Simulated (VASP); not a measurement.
Input of a VASP 6.6.1 run:

Contents of INCAR:

```
SYSTEM = Si
PREC = Accurate
ENCUT = 520
EDIFF = 1E-6
ISMEAR = -1
SIGMA = 0.05
LREAL = .False.
LASPH = .True.
NELM = 100
ALGO = Normal
ISIF = 2
LWAVE = .False.
LCHARG = .False.
GGA = PS
NBANDS = 11
```

KPOINTS

```
regular mesh
0
Gamma
  8 8 8
  0 0 0
```

The input POSCAR:

```
Si
1.0
    0.0000000000      2.6372849883      2.6372849883
    2.6372849883      0.0000000000      2.6372849883
    2.6372849883      2.6372849883      0.0000000000
Si
2
Direct
    0.5000000000      0.5000000000      0.5000000000
    0.7500000000      0.7500000000      0.7500000000
```

Potentials or basis: VASP PAW PBE potentials, release 64 (Si).

The run is started by

```bash
$ cat potpaw_PBE.64/Si/POTCAR > POTCAR
$ mpirun -np 1 vasp_std > vasp.out
```

Estimate the band gap on the k mesh.

0.35 eV, indirect (least direct gap 2.55 eV).

Estimate the pressure.

10.2 GPa.

Caveat: the PAW data sets were made with another functional, which shifts forces and pressure a little. A k mesh can miss the band edges.
